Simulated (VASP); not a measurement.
# Zr (Im-3m) in VASP: a series of runs, part 2 of 2

VASP 6.6.1. Earlier steps stand in the parts before.

**5. Relaxation of cell and atoms, PBE**

This run uses another cell than the first one, of 22.28 Å³/atom, 0.977 times its volume.

Input file INCAR:

```
ALGO = Normal
EDIFF = 1E-7
EDIFFG = -0.005
ENCUT = 600
GGA = PE
IBRION = 2
ISIF = 3
ISMEAR = -1
LASPH = T
LCHARG = F
LREAL = F
LWAVE = F
NELM = 100
NSW = 100
PREC = Accurate
SIGMA = 0.05
```

Input file KPOINTS:

```
k-points
0
Gamma
  13 13 13
```

Input file POSCAR:

```
Zr
1.0
   -1.7727566677      1.7727566677      1.7727566677
    1.7727566677     -1.7727566677      1.7727566677
    1.7727566677      1.7727566677     -1.7727566677
Zr
1
Direct
    0.0000000000      0.0000000000      0.0000000000
```

Potentials or basis: VASP PAW PBE potentials, release 64 (Zr_sv).

On the command line:

```sh
$ cat potpaw_PBE.64/Zr_sv/POTCAR > POTCAR
$ mpirun -np 1 vasp_std > vasp.out
```

OUTCAR:

```text
EDIFF = 1E-7
   EDIFFG = -0.005
   ENCUT = 600
   GGA = PE
   IBRION = 2
   ISIF = 3
   ISMEAR = -1
   LASPH = T
   LREAL = F
   NELM = 100
   NSW = 100
   PREC = Accurate

 ion  position               nearest neighbor table
   1  0.000  0.000  0.000-

  LATTYP: Found a body centered cubic cell.
 ALAT       =     3.5455133354

  Lattice vectors:

 A1 = (  -1.7727566677,   1.7727566677,   1.7727566677)
 A2 = (   1.7727566677,  -1.7727566677,   1.7727566677)
 A3 = (   1.7727566677,   1.7727566677,  -1.7727566677)

Analysis of symmetry for initial positions (statically):
=====================================================================
 Subroutine PRICEL returns:
 Original cell was already a primitive cell.

 Routine SETGRP: Setting up the symmetry group for a
 body centered cubic supercell.

 Subroutine GETGRP returns: Found 48 space group operations
 (whereof 48 operations were pure point group operations)
 out of a pool of 48 trial point group operations.

The static configuration has the point symmetry O_h .

Analysis of symmetry for dynamics (positions and initial velocities):
=====================================================================
 Subroutine PRICEL returns:
 Original cell was already a primitive cell.

 Routine SETGRP: Setting up the symmetry group for a
 body centered cubic supercell.

 Subroutine GETGRP returns: Found 48 space group operations
 (whereof 48 operations were pure point group operations)
 out of a pool of 48 trial point group operations.

The dynamic configuration has the point symmetry O_h .

 Subroutine INISYM returns: Found 48 space group operations
 (whereof 48 operations are pure point group operations),
 and found     1 'primitive' translations

----------------------------------------------------------------------------------------

                                     Primitive cell

  volume of cell :      22.2847

  direct lattice vectors                    reciprocal lattice vectors
    -1.772756668  1.772756668  1.772756668     0.000000000  0.282046605  0.282046605
     1.772756668 -1.772756668  1.772756668     0.282046605  0.000000000  0.282046605
     1.772756668  1.772756668 -1.772756668     0.282046605  0.282046605  0.000000000

  length of vectors
     3.070504618  3.070504618  3.070504618     0.398874134  0.398874134  0.398874134

  position of ions in fractional coordinates (direct lattice)
     0.000000000  0.000000000  0.000000000

  ion indices of the primitive-cell ions
   primitive index   ion index
                 1           1

----------------------------------------------------------------------------------------

 KPOINTS: k-points

Automatic generation of k-mesh.
 Grid dimensions read from file:
 generate k-points for:   13   13   13

 Generating k-lattice:

  Cartesian coordinates                     Fractional coordinates (reciprocal lattice)
     0.000000000  0.021695893  0.021695893     0.076923077  0.000000000  0.000000000
     0.021695893  0.000000000  0.021695893     0.000000000  0.076923077  0.000000000
     0.021695893  0.021695893  0.000000000     0.000000000  0.000000000  0.076923077

  Length of vectors
     0.030682626  0.030682626  0.030682626

[... 42 lines left out ...]
   NGXF,Y,Z  is equivalent  to a cutoff of  30.32, 30.32, 30.32 a.u.
 SYSTEM =  unknown system
   PREC   = accura    normal or accurate (medium, high low for compatibility)
   ISTART =      0    job   : 0-new  1-cont  2-samecut
   ICHARG =      2    charge: 1-file 2-atom 10-const
   ISPIN  =      1    spin polarized calculation?
   LNONCOLLINEAR =      F non collinear calculations
   LSORBIT =      F    spin-orbit coupling
   LASPH  =      T    aspherical Exc in radial PAW
   ENCUT  =  600.0 eV  44.10 Ry    6.64 a.u.   6.13  6.13  6.13*2*pi/ulx,y,z
   NELM   =    100;   NELMIN=  2; NELMDL= -5     # of ELM steps
   EDIFF  = 0.1E-06   stopping-criterion for ELM
   LREAL  =      F    real-space projection
   EDIFFG = -.5E-02   stopping-criterion for IOM
   NSW    =    100    number of steps for IOM
   IBRION =      2    ionic relax: 0-MD 1-quasi-New 2-CG
   NFREE  =      1    steps in history (QN), initial steepest desc. (CG)
   ISIF   =      3    stress and relaxation
   ISYM   =      2    0-nonsym 1-usesym 2-fastsym
   POTIM  = 0.5000    time-step for ionic-motion
   TEBEG  =    0.0;   TEEND  =   0.0 temperature during run
   PSTRESS=    0.0 pullay stress
   NELECT =      12.0000    total number of electrons
   NUPDOWN=      -1.0000    fix difference up-down
   EMIN   =  10.00;   EMAX   =-10.00  energy-range for DOS
   EFERMI =   0.00;   METHOD = LEGACY
   ISMEAR =    -1;   SIGMA  =   0.05  broadening in eV -4-tet -1-fermi 0-gaus
   EFERMI_NEDOS =   21; number of points for ismear=-14 and -15
   IALGO  =     38    algorithm
   IMIX   =      4    mixing-type and parameters
     AMIX     =   0.40;   BMIX     =  1.00
     AMIX_MAG =   1.60;   BMIX_MAG =  1.00
  volume/ion in A,a.u.               =      22.28       150.38
  Fermi-wavevector in a.u.,A,eV,Ry     =   1.331883  2.516894 24.135548  1.773913
  Thomas-Fermi vector in A             =   2.460860
   LORBIT       =      0    0 simple, 1 ext, 2 COOP (PROOUT), +10 PAW based schemes
   GGA     = PE    functional components
   LHFCALC =     F    Hartree Fock is set to
   AEXX    =    0.0000 exact exchange contribution
   IVDW    =     0    specifies the selected vdW correction
   LEPSILON=     F    determine dielectric tensor
   LRPA    =     F    only Hartree local field effects (RPA)
 conjugate gradient relaxation of ions
 non-spin polarized calculation
  energy-cutoff  :      600.00
  volume of cell :       22.28
 maximum number of plane-waves:       767
 NGX is ok and might be reduce to    28
   NGX = 13   NGY = 13   NGZ = 13

--------------------------------------- Ionic step        1  -------------------------------------------

 number of electron      12.0000000 magnetization

 Free energy of the ion-electron system (eV)
  ---------------------------------------------------
  ext. energy  EPLUGINS =         0.00000000
  ---------------------------------------------------
  free energy    TOTEN  =        -8.43924988 eV

  energy without entropy =       -8.42392551  energy(sigma->0) =       -8.43158770

------------------------ aborting loop because EDIFF is reached ----------------------------------------

  FORCE on cell =-STRESS in cart. coord.  units (eV):
  Direction    XX          YY          ZZ          XY          YZ          ZX
  --------------------------------------------------------------------------------------
  -------------------------------------------------------------------------------------
  Total        0.3030154      0.3030154      0.3030154      0.0000000     -0.0000000     -0.0000000
  in kB       21.7855221     21.7855221     21.7855221      0.0000000     -0.0000000     -0.0000000
  external PRESSURE =      21.7855221 kB  Pullay stress =       0.0000000 kB
[... 57 lines left out ...]
--------------------------------------- Ionic step        3  -------------------------------------------

 number of electron      12.0000000 magnetization

 Free energy of the ion-electron system (eV)
  ---------------------------------------------------
  ext. energy  EPLUGINS =         0.00000000
  ---------------------------------------------------
  free energy    TOTEN  =        -8.44278782 eV

  energy without entropy =       -8.42660798  energy(sigma->0) =       -8.43469790

 E-fermi :   8.9467     XC(G=0): -11.1681

 val. band max:        8.9314285711   @ k =  -0.3077  -0.4615   0.0769
 cond. band min:       8.9514545979   @ k =   0.2308   0.2308   0.0000
 fundamental gap:      0.0200260268
 Fermi energy:         8.9467373689

 k-point     1 :       0.0000    0.0000    0.0000
  band No.  band energies     occupation
      1     -39.5155      2.00000
      2     -17.0001      2.00000
      3     -17.0001      2.00000
      4     -17.0001      2.00000
      5       3.5347      2.00000
      6      10.0703      0.00000
      7      10.0703      0.00000
      8      10.0703      0.00000
      9      12.5946      0.00000
     10      12.5946      0.00000
[... 287 lines left out ...]
 k-point    24 :       0.2308    0.0769    0.0769
  band No.  band energies     occupation
      1     -39.3969      2.00000
      2     -17.7350      2.00000
      3     -17.2227      2.00000
      4     -17.0579      2.00000
      5       6.1886      2.00000
      6       8.5824      1.99863
      7       8.8973      1.45750
      8      12.4464      0.00000
      9      12.9094      0.00000
     10      13.7823      0.00000

 [... further k-points ...]

------------------------ aborting loop because EDIFF is reached ----------------------------------------

  FORCE on cell =-STRESS in cart. coord.  units (eV):
  Direction    XX          YY          ZZ          XY          YZ          ZX
  --------------------------------------------------------------------------------------
  -------------------------------------------------------------------------------------
  Total       -0.0000309     -0.0000309     -0.0000309     -0.0000000     -0.0000000      0.0000000
  in kB       -0.0021725     -0.0021725     -0.0021725     -0.0000000     -0.0000000      0.0000000
  external PRESSURE =      -0.0021725 kB  Pullay stress =       0.0000000 kB
[... 16 lines left out ...]
  FREE ENERGIE OF THE ION-ELECTRON SYSTEM (eV)
  ---------------------------------------------------
  free  energy   TOTEN  =        -8.4427878208 eV

  energy  without entropy=       -8.4266079762  energy(sigma->0) =       -8.43469790

 reached required accuracy - stopping structural energy minimisation
```

OSZICAR:

```text
N       E                     dE             d eps       ncg     rms          rms(c)
DAV:   1     0.972817000857E+02    0.97282E+02   -0.77347E+03  1688   0.134E+03
DAV:   2    -0.535233457330E+01   -0.10263E+03   -0.10097E+03  1858   0.319E+02
DAV:   3    -0.864851036729E+01   -0.32962E+01   -0.32263E+01  2346   0.502E+01
[... 23 lines left out ...]
DAV:   3    -0.844074509421E+01    0.49946E-02   -0.41273E-02  2384   0.179E+00    0.386E-01
DAV:   4    -0.844191464279E+01   -0.11695E-02   -0.95372E-04  2412   0.294E-01    0.177E-01
DAV:   5    -0.844277753644E+01   -0.86289E-03   -0.17070E-03  2090   0.246E-01    0.354E-02
DAV:   6    -0.844278584038E+01   -0.83039E-05   -0.38481E-05  1756   0.622E-02    0.149E-02
DAV:   7    -0.844278791745E+01   -0.20771E-05   -0.28155E-06  2096   0.205E-02    0.295E-03
DAV:   8    -0.844278782081E+01    0.96644E-07   -0.23093E-07  1592   0.483E-03
   3 F= -.84427878E+01 E0= -.84346979E+01  d E =-.353794E-02
```

CONTCAR:

```text
Zr
   1.00000000000000
    -1.7867337648832111    1.7867337648832111    1.7867337648832111
     1.7867337648832111   -1.7867337648832111    1.7867337648832111
     1.7867337648832111    1.7867337648832111   -1.7867337648832111
  Zr
     1
Direct
     0.0000000000000000    0.0000000000000000    0.0000000000000000

  0.00000000E+00  0.00000000E+00  0.00000000E+00
```

Wall time 2 min (1 thread of Intel Xeon 6975P-C, shared host); peak memory 0.18 GiB.

What came out:

| Quantity | Value |
| --- | --- |
| Free energy | -8.4428 eV |
| Relaxed volume | 22.82 Å³/atom |
| Relaxed cell | a = 3.095 Å, b = 3.095 Å, c = 3.095 Å, α = 109.47°, β = 109.47°, γ = 109.47° |
| Space group after relaxing (to 0.05 Å) | Im-3m (No. 229) |
| Energy gained by relaxing | 3.5 meV/atom |
| Ionic steps | 3 |
| Pressure after relaxing | 0.0 GPa |
| Band gap on the k mesh | zero (band 6 reaches 10.07 eV, above the bottom of band 7 at 8.34 eV) |

Step by step:
| step | energy change (eV) | largest force (eV/Å) | pressure (GPa) | volume (Å³) |
| --- | --- | --- | --- | --- |
| 1 | 0.0000 | 0.0000 | 2.18 | 22.28 |
| 2 | -0.0010 | 0.0000 | -1.70 | 23.28 |
| 3 | -0.0035 | 0.0000 | 0.00 | 22.82 |

Final structure:
```cif
data_structure
_symmetry_space_group_name_H-M 'P 1'
_symmetry_Int_Tables_number 1
_cell_length_a 3.0947
_cell_length_b 3.0947
_cell_length_c 3.0947
_cell_angle_alpha 109.471
_cell_angle_beta 109.471
_cell_angle_gamma 109.471
_cell_volume 22.82
loop_
_atom_site_label
_atom_site_type_symbol
_atom_site_fract_x
_atom_site_fract_y
_atom_site_fract_z
_atom_site_occupancy
Zr1 Zr 0.00000 0.00000 0.00000 1
```

**6. Summary**

| task | level | cell | cutoff (eV) | gap on the mesh (eV) | pressure (GPa) |
| --- | --- | --- | --- | --- | --- |
| single point | PBE | a = 3.094 Å, angles 109.5°, 1 atom | 520 | none | 0.0 |
| single point | PBE | a = 3.095 Å, angles 109.5°, 1 atom | 520 | none | 0.0 |
| single point | revPBE | a = 3.114 Å, angles 109.5°, 1 atom | 520 | none | 0.0 |
| relaxation of cell and atoms | PBE | relaxed from a = 3.071 Å, angles 109.5°, 1 atom | 600 | none | 0.0 |

Alike in all rows: potentials or basis VASP PAW PBE potentials, release 64 (Zr_sv); no spin polarisation; k mesh 13 × 13 × 13; smearing fermi-dirac 0.05 eV.

Caveats: the PAW data sets were made with another functional, which shifts forces and pressure a little (some runs).

Total energies depend on the potentials used, so only differences within one code and one set of settings carry meaning.
